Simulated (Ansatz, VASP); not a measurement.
**Two plane-wave programs on AgCl**

INCAR

```
SYSTEM = AgCl
PREC     = Accurate       ! precision mode
ENCUT    = 520            ! plane-wave cutoff, eV
EDIFF    = 1E-6           ! SCF threshold, eV
ISMEAR   = 0              ! smearing method
SIGMA    = 0.01           ! smearing width, eV
LREAL    = .False.        ! projectors in reciprocal space
LASPH    = .True.         ! aspherical terms in the spheres
NELM     = 100            ! most SCF steps
ALGO     = Normal         ! electronic algorithm
ISIF     = 2              ! what is computed and relaxed
LWAVE    = .False.        ! write WAVECAR
LCHARG   = .False.        ! write CHGCAR
GGA      = PE             ! functional
NBANDS   = 16             ! bands
```

File KPOINTS:

```
Automatic mesh
0
Gamma
  8 8 8
  0 0 0
```

Contents of POSCAR:

```
AgCl
1.0
    3.3955880382      0.0000000000      0.0000000000
    0.0000000000      3.3955880382      0.0000000000
    0.0000000000      0.0000000000      3.3955880382
Ag Cl
1 1
Direct
    0.0000000000      0.0000000000      0.0000000000
    0.5000000000      0.5000000000      0.5000000000
```

Input for Ansatz:

```yaml
crystal:
  lattice:
    - [3.3955880382, 0.0, 0.0]
    - [0.0, 3.3955880382, 0.0]
    - [0.0, 0.0, 3.3955880382]
  atoms:
    - { symbol: Ag, position: [0.0, 0.0, 0.0] }
    - { symbol: Cl, position: [0.5, 0.5, 0.5] }
kpoints:
  mp_grid: { grid: [8, 8, 8] }
  band_path:
    path:
      - [0.0, 0.0, 0.0]
      - [0.0, 0.5, 0.0]
      - [0.5, 0.5, 0.0]
      - [0.5, 0.5, 0.5]
      - [0.0, 0.0, 0.5]
    npoints: 1
hamiltonian:
  xc: pbe
scf:
  occupations: { method: fixed }
  n_extra_bands: 4
output:
  forces: true
  stress: true
  eigenvalues: true
```

Alike in both runs: task single point; functional PBE; k mesh 8 × 8 × 8; no spin polarisation.

```csv
,VASP,Ansatz
version,VASP 6.6.1,Ansatz 0.2.0
potentials or method,"VASP PAW PBE potentials, release 64 (Ag, Cl)","plane waves, PAW"
plane-wave cutoff (eV),520,420
occupations,"gaussian, width 0.01 eV",fixed
valence electrons in the cell,18,26
```

|  | VASP | Ansatz | Ansatz less VASP |
| --- | --- | --- | --- |
| gap on the k mesh at the Fermi level (eV) | 0.58 | 0.58 | 0.000 |
| pressure (GPa) | 1.5 | 1.6 | +0.14 |

VASP's potentials hold 18 valence electrons a cell and Ansatz's 26, so a difference there can come from the potentials and not from the codes.
